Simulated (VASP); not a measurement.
Write the native input for VASP 6.6.1 that does the following.

| Quantity | Value |
| --- | --- |
| Task | single point |
| Functional | PBE |
| Potentials or basis | VASP PAW PBE potentials, release 64 (Au) |
| Cutoff | 520 eV |
| k mesh | 14 × 14 × 14 |
| Occupations | fermi-dirac, width 0.1 eV |
| Spin | no spin polarisation |
| Dipole correction | no |
| Further INCAR settings | ALGO = Normal; EDIFF = 1e-06; NBANDS = 12 |

The structure of Au lies in POSCAR:

```
Au
1.0
    2.4398117099      0.0000000000      0.0000000000
    0.0000000000      2.4398117099      0.0000000000
    0.0000000000      0.0000000000      2.4398117099
Au
1
Direct
    0.0000000000      0.0000000000      0.0000000000
```

This cell differs from its parent crystal: volume scaled by 0.7.

These files were run (other wordings do the same):

INCAR

```
PREC = Accurate
ENCUT = 520
EDIFF = 1E-6
ISMEAR = -1
SIGMA = 0.1
LREAL = False
LASPH = True
NELM = 100
ALGO = Normal
ISIF = 2
LWAVE = False
LCHARG = False
GGA = PE
NBANDS = 12
```

KPOINTS

```
Automatic mesh
0
Gamma
  14 14 14
```

Potentials or basis: VASP PAW PBE potentials, release 64 (Au).

Run with:

```bash
$ cat potpaw_PBE.64/Au/POTCAR > POTCAR
$ mpirun -np 1 vasp_std > vasp.out
```

Results of the run:

```yaml
Pressure: 101.4 GPa
```

It took 12 s on 1 thread of Intel(R) Xeon(R) Platinum 8488C (Sapphire Rapids) (shared host), peak memory 0.13 GiB.
